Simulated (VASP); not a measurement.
# FeNi3 (P6/mmm) in VASP: single point with PBE

Aim: the single point of FeNi3 with PBE.

All numbers are computed with VASP 6.6.1; they aren't measurements. Logs are shortened: lines on timing, memory, paths and dates and some standing lists are left out, and cuts for length are marked.

## (1) The cell of the first run

Symmetry: P6/mmm, No. 191, hexagonal system. The conventional cell has a = 4.845 Å, b = 4.845 Å, c = 2.378 Å, α = 90.00°, β = 90.00°, γ = 120.00°. Fe (site symmetry 6/mmm) has 2 Fe at 2.38 Å and 6 Ni at 2.42 Å within 3.1 Å. Ni (site symmetry mmm) has 6 Ni at 2.38 to 2.42 Å and 2 Fe at 2.42 Å within 3.1 Å.

The cell was generated, and may not be a known phase.

## (2) Single point, PBE, collinear spin, ferrimagnetic start

INCAR reads:

```
PREC = Accurate ; ENCUT = 690
EDIFF = 1E-6 ; ISMEAR = 0
SIGMA = 0.1 ; LREAL = F
LASPH = T ; NELM = 200
ALGO = Normal ; ISIF = 2
LWAVE = F ; LCHARG = F
ISPIN = 2 ; MAGMOM = 4 2 2 -2
LORBIT = 11 ; LMAXMIX = 4
GGA = PE ; NBANDS = 47
GGA_COMPAT = F
```

KPOINTS reads:

```
Automatic mesh
0
Gamma
  6 6 6
```

POSCAR reads:

```
FeNi3
1.0
    4.8446920336     -0.0000002878      0.0000000000
   -2.4223462660      4.1956262308      0.0000000000
    0.0000000000      0.0000000000      2.3775297363
Fe Ni
1 3
Direct
    0.0000000000      0.0000000000      0.5000000000
    0.5000000000      0.0000000000      0.5000000000
    0.0000000000      0.5000000000      0.5000000000
    0.5000000000      0.5000000000      0.5000000000
```

Potentials or basis: VASP PAW PBE potentials, release 64 (Fe_sv, Ni_sv_GW).

The run is started by

```bash
cat potpaw_PBE.64/Fe_sv/POTCAR potpaw_PBE.64/Ni_sv_GW/POTCAR > POTCAR
mpirun -np 1 vasp_std > vasp.out
```

OUTCAR:

```text
PREC = Accurate
   ENCUT = 690
   EDIFF = 1E-6
   ISMEAR = 0
   LREAL = F
   LASPH = T
   NELM = 200
   ISIF = 2
   ISPIN = 2
   LORBIT = 11
   GGA = PE

 ion  position               nearest neighbor table
   1  0.000  0.000  0.500-   4 2.42   4 2.42   2 2.42   2 2.42   3 2.42   3 2.42
   2  0.500  0.000  0.500-   3 2.42   3 2.42   1 2.42   1 2.42   4 2.42   4 2.42
   3  0.000  0.500  0.500-   2 2.42   2 2.42   4 2.42   4 2.42   1 2.42   1 2.42
   4  0.500  0.500  0.500-   1 2.42   1 2.42   3 2.42   3 2.42   2 2.42   2 2.42

  LATTYP: Found a hexagonal cell.
 ALAT       =     4.8446920336
 C/A-ratio  =     0.4907494057

  Lattice vectors:

 A1 = (   4.8446920336,  -0.0000002878,   0.0000000000)
 A2 = (  -2.4223462660,   4.1956262308,   0.0000000000)
 A3 = (   0.0000000000,   0.0000000000,   2.3775297363)

Analysis of symmetry for initial positions (statically):
=====================================================================
 Subroutine PRICEL returns:
 Original cell was already a primitive cell.

 Routine SETGRP: Setting up the symmetry group for a
 hexagonal supercell.

 Subroutine GETGRP returns: Found 24 space group operations
 (whereof 24 operations were pure point group operations)
 out of a pool of 24 trial point group operations.

The static configuration has the point symmetry D_6h.

Analysis of symmetry for dynamics (positions and initial velocities):
=====================================================================
 Subroutine PRICEL returns:
 Original cell was already a primitive cell.

 Routine SETGRP: Setting up the symmetry group for a
 hexagonal supercell.

 Subroutine GETGRP returns: Found 24 space group operations
 (whereof 24 operations were pure point group operations)
 out of a pool of 24 trial point group operations.

The dynamic configuration has the point symmetry D_6h.

Analysis of structural, dynamic, and magnetic symmetry:
=====================================================================
 Subroutine PRICEL returns:
 Original cell was already a primitive cell.

 Routine SETGRP: Setting up the symmetry group for a
 hexagonal supercell.

 Subroutine GETGRP returns: Found  8 space group operations
 (whereof  8 operations were pure point group operations)
 out of a pool of 24 trial point group operations.

The overall configuration has the point symmetry D_2h.

 Subroutine INISYM returns: Found  8 space group operations
 (whereof  8 operations are pure point group operations),
 and found     1 'primitive' translations

----------------------------------------------------------------------------------------

                                     Primitive cell

  volume of cell :      48.3269

  direct lattice vectors                    reciprocal lattice vectors
     4.844692034 -0.000000288  0.000000000     0.206411476  0.119171738  0.000000000
    -2.422346266  4.195626231  0.000000000     0.000000014  0.238343451  0.000000000
     0.000000000  0.000000000  2.377529736     0.000000000  0.000000000  0.420604624

  length of vectors
     4.844692034  4.844692034  2.377529736     0.238343451  0.238343451  0.420604624

  position of ions in fractional coordinates (direct lattice)
     0.000000000  0.000000000  0.500000000
     0.500000000  1.000000000  0.500000000
     0.000000000  0.500000000  0.500000000
     0.500000000  0.500000000  0.500000000

  ion indices of the primitive-cell ions
   primitive index   ion index
                 1           1
                 2           2
                 3           3
                 4           4

----------------------------------------------------------------------------------------

 KPOINTS: Automatic mesh

Automatic generation of k-mesh.
 Grid dimensions read from file:
 generate k-points for:    6    6    6

 Generating k-lattice:

  Cartesian coordinates                     Fractional coordinates (reciprocal lattice)
     0.034401913  0.019861956  0.000000000     0.166666667  0.000000000  0.000000000
     0.000000002  0.039723908  0.000000000    -0.000000000  0.166666667  0.000000000
     0.000000000  0.000000000  0.070100771     0.000000000  0.000000000  0.166666667

  Length of vectors
     0.039723908  0.039723908  0.070100771

  Shift w.r.t. Gamma in fractional coordinates (k-lattice)
     0.000000000  0.000000000  0.000000000

 Subroutine IBZKPT returns following result:
 ===========================================

 Found     52 irreducible k-points:

 Following reciprocal coordinates:
            Coordinates               Weight
  0.000000  0.000000  0.000000      1.000000
  0.166667  0.000000  0.000000      4.000000
 -0.166667  0.166667  0.000000      2.000000
  0.333333  0.000000  0.000000      4.000000
 -0.333333  0.333333  0.000000      2.000000
  0.500000  0.000000  0.000000      2.000000
[... 16 lines left out ...]
  0.333333  0.166667  0.166667      8.000000
 -0.166667  0.500000  0.166667      8.000000
 [... further k-points ...]
   k-points           NKPTS =     52   k-points in BZ     NKDIM =     52   number of bands    NBANDS=     47
   number of dos      NEDOS =    301   number of ions     NIONS =      4
   total plane-waves  NPLWV =  35280
   dimension x,y,z NGX =    42 NGY =   42 NGZ =   20
   dimension x,y,z NGXF=    84 NGYF=   84 NGZF=   40
   ions per type =               1   3
   NGX,Y,Z   is equivalent  to a cutoff of  14.41, 14.41, 13.98 a.u.
   NGXF,Y,Z  is equivalent  to a cutoff of  28.82, 28.82, 27.97 a.u.
 SYSTEM =  unknown system
   PREC   = accura    normal or accurate (medium, high low for compatibility)
   ISTART =      0    job   : 0-new  1-cont  2-samecut
   ICHARG =      2    charge: 1-file 2-atom 10-const
   ISPIN  =      2    spin polarized calculation?
   LNONCOLLINEAR =      F non collinear calculations
   LSORBIT =      F    spin-orbit coupling
   LASPH  =      T    aspherical Exc in radial PAW
   ENCUT  =  690.0 eV  50.71 Ry    7.12 a.u.  10.38 10.38  5.09*2*pi/ulx,y,z
   NELM   =    200;   NELMIN=  2; NELMDL= -5     # of ELM steps
   EDIFF  = 0.1E-05   stopping-criterion for ELM
   LREAL  =      F    real-space projection
   EDIFFG = 0.1E-04   stopping-criterion for IOM
   NSW    =      0    number of steps for IOM
   IBRION =     -1    ionic relax: 0-MD 1-quasi-New 2-CG
   NFREE  =      0    steps in history (QN), initial steepest desc. (CG)
   ISIF   =      2    stress and relaxation
   ISYM   =      2    0-nonsym 1-usesym 2-fastsym
   POTIM  = 0.5000    time-step for ionic-motion
   TEBEG  =    0.0;   TEEND  =   0.0 temperature during run
   PSTRESS=    0.0 pullay stress
   NELECT =      70.0000    total number of electrons
   NUPDOWN=      -1.0000    fix difference up-down
   EMIN   =  10.00;   EMAX   =-10.00  energy-range for DOS
   EFERMI =   0.00;   METHOD = LEGACY
   ISMEAR =     0;   SIGMA  =   0.10  broadening in eV -4-tet -1-fermi 0-gaus
   EFERMI_NEDOS =   21; number of points for ismear=-14 and -15
   IALGO  =     38    algorithm
   IMIX   =      4    mixing-type and parameters
     AMIX     =   0.40;   BMIX     =  1.00
     AMIX_MAG =   1.60;   BMIX_MAG =  1.00
  volume/ion in A,a.u.               =      12.08        81.53
  Fermi-wavevector in a.u.,A,eV,Ry     =   1.852299  3.500338 46.681771  3.431013
  Thomas-Fermi vector in A             =   2.902081
   LORBIT       =     11    0 simple, 1 ext, 2 COOP (PROOUT), +10 PAW based schemes
   GGA     = PE    functional components
   LHFCALC =     F    Hartree Fock is set to
   AEXX    =    0.0000 exact exchange contribution
   IVDW    =     0    specifies the selected vdW correction
   LEPSILON=     F    determine dielectric tensor
   LRPA    =     F    only Hartree local field effects (RPA)
 spin polarized calculation
 Gauss-broadening in eV      SIGMA  =   0.10
  energy-cutoff  :      690.00
  volume of cell :       48.33
 maximum number of plane-waves:      2004
 NGX is ok and might be reduce to    42
   NGX = 21   NGY = 21   NGZ = 11

 number of electron      70.0000031 magnetization       0.6879933

 Free energy of the ion-electron system (eV)
  ---------------------------------------------------
  ext. energy  EPLUGINS =         0.00000000
  ---------------------------------------------------
  free energy    TOTEN  =       -25.29387982 eV

  energy without entropy =      -25.24107722  energy(sigma->0) =      -25.26747852

 E-fermi :   7.6790     XC(G=0): -13.1862

 val. band max:        7.6775389894   @ k =   0.3333   0.3333   0.5000
 cond. band min:       7.6792181183   @ k =   0.5000   0.5000   0.3333
 fundamental gap:      0.0016791290
 Fermi energy:         7.6790345289

 spin component 1

 k-point     1 :       0.0000    0.0000    0.0000
  band No.  band energies     occupation
      1     -95.4470      1.00000
      2     -95.4230      1.00000
      3     -95.4214      1.00000
      4     -79.2453      1.00000
      5     -56.0051      1.00000
      6     -56.0038      1.00000
[... 39 lines left out ...]
     46      24.8869      0.00000
     47      25.6879      0.00000

 k-point     2 :       0.1667    0.0000    0.0000
  band No.  band energies     occupation
      1     -95.4452      1.00000
      2     -95.4244      1.00000
      3     -95.4219      1.00000
      4     -79.2453      1.00000
      5     -56.0027      1.00000
      6     -55.9982      1.00000
[... 39 lines left out ...]
     46      25.0948      0.00000
     47      26.0490      0.00000

 k-point     3 :      -0.1667    0.1667    0.0000
  band No.  band energies     occupation
      1     -95.4452      1.00000
      2     -95.4233      1.00000
      3     -95.4229      1.00000
      4     -79.2453      1.00000
      5     -56.0038      1.00000
      6     -55.9972      1.00000
[... 1039 lines left out ...]
     46      21.9103      0.00000
     47      23.6313      0.00000

 k-point    24 :      -0.1667    0.5000    0.1667
  band No.  band energies     occupation
      1     -95.4334      1.00000
      2     -95.4256      1.00000
      3     -95.4171      1.00000
      4     -79.2325      1.00000
      5     -55.9909      1.00000
      6     -55.9687      1.00000
[... 39 lines left out ...]
     46      21.9104      0.00000
     47      23.6314      0.00000

 [... further k-points ...]

 spin component 2

 k-point     1 :       0.0000    0.0000    0.0000
  band No.  band energies     occupation
      1     -95.1767      1.00000
      2     -95.1524      1.00000
      3     -95.1512      1.00000
      4     -79.1820      1.00000
      5     -55.7350      1.00000
      6     -55.7339      1.00000
[... 39 lines left out ...]
     46      24.8989      0.00000
     47      25.6851      0.00000

 k-point     2 :       0.1667    0.0000    0.0000
  band No.  band energies     occupation
      1     -95.1749      1.00000
      2     -95.1533      1.00000
      3     -95.1521      1.00000
      4     -79.1821      1.00000
      5     -55.7332      1.00000
      6     -55.7276      1.00000
[... 39 lines left out ...]
     46      25.1114      0.00000
     47      26.0475      0.00000

 k-point     3 :      -0.1667    0.1667    0.0000
  band No.  band energies     occupation
      1     -95.1749      1.00000
      2     -95.1539      1.00000
      3     -95.1514      1.00000
      4     -79.1821      1.00000
      5     -55.7323      1.00000
      6     -55.7285      1.00000
[... 1039 lines left out ...]
     46      21.9458      0.00000
     47      23.6627      0.00000

 k-point    24 :      -0.1667    0.5000    0.1667
  band No.  band energies     occupation
      1     -95.1631      1.00000
      2     -95.1548      1.00000
      3     -95.1468      1.00000
      4     -79.1692      1.00000
      5     -55.7211      1.00000
      6     -55.6972      1.00000
[... 39 lines left out ...]
     46      21.9457      0.00000
     47      23.6629      0.00000

 [... further k-points ...]

------------------------ aborting loop because EDIFF is reached ----------------------------------------

  FORCE on cell =-STRESS in cart. coord.  units (eV):
  Direction    XX          YY          ZZ          XY          YZ          ZX
  --------------------------------------------------------------------------------------
  -------------------------------------------------------------------------------------
  Total       -1.9173534     -1.9175984     -3.4518207     -0.0002121      0.0000000      0.0000000
  in kB      -63.5658489    -63.5739686   -114.4379061     -0.0070319      0.0000000      0.0000000
  external PRESSURE =     -80.5259078 kB  Pullay stress =       0.0000000 kB

 VOLUME and BASIS-vectors are now :
 -----------------------------------------------------------------------------
  energy-cutoff  :      690.00
  volume of cell :       48.33
      direct lattice vectors                 reciprocal lattice vectors
     4.844692034 -0.000000288  0.000000000     0.206411476  0.119171738  0.000000000
    -2.422346266  4.195626231  0.000000000     0.000000014  0.238343451  0.000000000
     0.000000000  0.000000000  2.377529736     0.000000000  0.000000000  0.420604624

 POSITION                                       TOTAL-FORCE (eV/Angst)
 -----------------------------------------------------------------------------------
      0.00000      0.00000      1.18876         0.000000      0.000000      0.000000
      2.42235     -0.00000      1.18876         0.000000      0.000000      0.000000
     -1.21117      2.09781      1.18876         0.000000      0.000000      0.000000
      1.21117      2.09781      1.18876        -0.000000      0.000000      0.000000
 -----------------------------------------------------------------------------------
    total drift:                                0.000000     -0.000000     -0.000000

  FREE ENERGIE OF THE ION-ELECTRON SYSTEM (eV)
  ---------------------------------------------------
  free  energy   TOTEN  =       -25.2938798233 eV

  energy  without entropy=      -25.2410772195  energy(sigma->0) =      -25.26747852

 total charge

# of ion       s       p       d       f       tot
--------------------------------------------------
    1        2.186   6.010   5.571   0.000  13.767
    2        2.247   6.256   7.832   0.005  16.339
    3        2.247   6.256   7.832   0.005  16.339
    4        2.247   6.256   7.833   0.005  16.340
--------------------------------------------------
tot          8.925  24.777  29.068   0.014  62.784

 magnetization (x)

# of ion       s       p       d       f       tot
--------------------------------------------------
    1       -0.001   0.000   0.056   0.000   0.055
    2       -0.000  -0.001   0.224   0.000   0.222
    3       -0.000  -0.001   0.224   0.000   0.222
    4       -0.000  -0.001   0.221   0.000   0.220
--------------------------------------------------
tot         -0.002  -0.003   0.724   0.000   0.720
```

Wall time 29 min (1 thread of Intel Xeon Platinum 8259CL at 2.50GHz (Skylake/Cascade Lake), shared host); peak memory 0.42 GiB.

What came out:

| Item | Value |
| --- | --- |
| Free energy | -25.2939 eV |
| Pressure | -8.1 GPa |
| Net moment | 0.69 μB per cell |
| Site moments | Fe +0.06; Ni +0.22 μB |
| Valence electrons inside the program's atomic spheres | Fe 13.77; Ni 16.34 |

Caveat: the k points lie up to 0.44 Å⁻¹ apart.
